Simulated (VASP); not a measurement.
## FeCo: single point with PBE

FeCo:

```
Fe Co
1.0
     0.00000    2.84552    2.84552
     2.84552    0.00000    2.84552
     2.84552    2.84552    0.00000
Fe Co
2 2
Direct
  0.25000 0.25000 0.25000
  0.75000 0.75000 0.75000
  0.00000 0.00000 0.00000
  0.50000 0.50000 0.50000
```

| Item | Value |
| --- | --- |
| Program | VASP 6.6.1 |
| Task | single point |
| Functional | PBE |
| Potentials or basis | VASP PAW PBE potentials, release 64 (Fe, Co) |
| Cutoff | 600 eV |
| k mesh | 10 × 10 × 10 |
| Occupations | gaussian, width 0.05 eV |
| Spin | collinear spin, antiferromagnetic start |
| Starting moments | [2.5, -2.5, 1.5, -1.5] μB |

```json
{
  "Pressure": "-6.0 GPa",
  "Band gap on the k mesh": "zero (filled and empty bands overlap)",
  "Net moment": "0.00 μB per cell",
  "Site moments": "Fe +2.84, -2.84; Co +0.00, -0.00 μB",
  "Valence electrons inside the program's atomic spheres": "Fe 7.11; Co 8.28"
}
```

Levels at points of the mesh, in eV from the Fermi level:
Spin up:
| k point | band 15 | band 16 | band 17 | band 18 | band 19 | band 20 |
| --- | --- | --- | --- | --- | --- | --- |
| (0.00, 0.00, 0.00) | -0.13 | -0.13 | 0.64 | 0.64 | 0.64 | 1.06 |
| (0.50, 0.00, 0.00) | -0.55 | -0.55 | -0.12 | 0.36 | 0.36 | 0.87 |
| (0.50, 0.50, 0.00) | -0.65 | -0.17 | 0.17 | 0.18 | 0.18 | 0.58 |
Spin down:
| k point | band 15 | band 16 | band 17 | band 18 | band 19 | band 20 |
| --- | --- | --- | --- | --- | --- | --- |
| (0.00, 0.00, 0.00) | -0.13 | -0.13 | 0.64 | 0.64 | 0.64 | 1.06 |
| (0.50, 0.00, 0.00) | -0.55 | -0.55 | -0.12 | 0.36 | 0.36 | 0.87 |
| (0.50, 0.50, 0.00) | -0.65 | -0.17 | 0.17 | 0.18 | 0.18 | 0.58 |

Run time: 7 min on 1 thread of Oxide Virtual Turin-like Processor, on a shared host, peak memory 0.25 GiB.

Caveat: the cell stands under tension; the antiferromagnetic order is the one typed at the start, and another may lie lower.
